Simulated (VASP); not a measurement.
Crystal: Ge.

```xyz
2
Lattice="0.0000 2.8288 2.8288 2.8288 0.0000 2.8288 2.8288 2.8288 0.0000" Properties=species:S:1:pos:R:3 pbc="T T T"
Ge    2.8288    2.8288    2.8288
Ge    4.2432    4.2432    4.2432
```

Base run:

| Quantity | Value |
| --- | --- |
| Program | VASP 6.6.1 |
| Functional | PBE |
| Potentials or basis | VASP PAW PBE potentials, release 64 (Ge_d) |
| Cutoff | 520 eV |
| k mesh | 10 × 10 × 10 |
| Occupations | fermi-dirac, width 0.05 eV |
| Spin | no spin polarisation |

Its results: pressure 3.6 GPa.

Problem. After a change of settings the same cell gave: pressure 0.7 GPa. Which change was it?
A. functional from PBE to r2SCAN
B. further incar settings from ALGO = Normal; EDIFF = 1e-08; NBANDS = 21 to ALGO = Normal; EDIFF = 1e-06; NBANDS = 21
C. functional from PBE to LDA; potentials or basis from VASP PAW PBE potentials, release 64 (Ge_d) to VASP PAW LDA potentials, release 64 (Ge_d)
D. further incar settings from ALGO = Normal; EDIFF = 1e-08; NBANDS = 21 to ALGO = Normal; EDIFF = 1e-07; NBANDS = 21

Solution. A.

Caveats: the PAW data sets were made with another functional, which shifts forces and pressure a little (some runs).
